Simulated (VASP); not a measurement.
A run of VASP 6.6.1:

The input POSCAR:

```
CaO
1.0
    0.0000000000      2.6067317412      2.6067317412
    2.6067317412      0.0000000000      2.6067317412
    2.6067317412      2.6067317412      0.0000000000
Ca O
1 1
Direct
    0.0000000000      0.0000000000      0.0000000000
    0.2500000000      0.2500000000      0.2500000000
```

INCAR.step1

```
PREC = Accurate
ENCUT = 520
ISMEAR = 0
SIGMA = 0.01
LREAL = F
LASPH = T
NELM = 80
NBANDS = 15
GGA = PE
ALGO = Normal
EDIFF = 1E-4
LWAVE = T
LCHARG = F
```

The input INCAR.step2:

```
PREC = Accurate
ENCUT = 520
EDIFF = 1E-7
ISMEAR = 0
SIGMA = 0.01
LREAL = F
LASPH = T
NELM = 80
ALGO = Normal
ISIF = 2
LWAVE = F
LCHARG = T
METAGGA = R2SCAN
LMIXTAU = T
LELF = T
LVHAR = T
NBANDS = 15
ISTART = 1
```

Contents of KPOINTS:

```
Automatic mesh
0
Gamma
  8 8 8
```

Potentials or basis: VASP PAW PBE potentials, release 64 (Ca_sv, O).

The run is started by

```console
$ cat potpaw_PBE.64/Ca_sv/POTCAR potpaw_PBE.64/O/POTCAR > POTCAR
$ cp INCAR.step1 INCAR
$ mpirun -np 1 vasp_std > vasp.out
$ cp INCAR.step2 INCAR
$ mpirun -np 1 vasp_std > vasp.out
```

Hardware: 1 thread of Intel(R) Xeon(R) 6975P-C (Granite Rapids), with other jobs on the host.

How long does it take, and how much memory?

Wall time 62 s on 1 thread of Intel(R) Xeon(R) 6975P-C (Granite Rapids) (shared host), peak memory 0.17 GiB. Counts: k points 29.
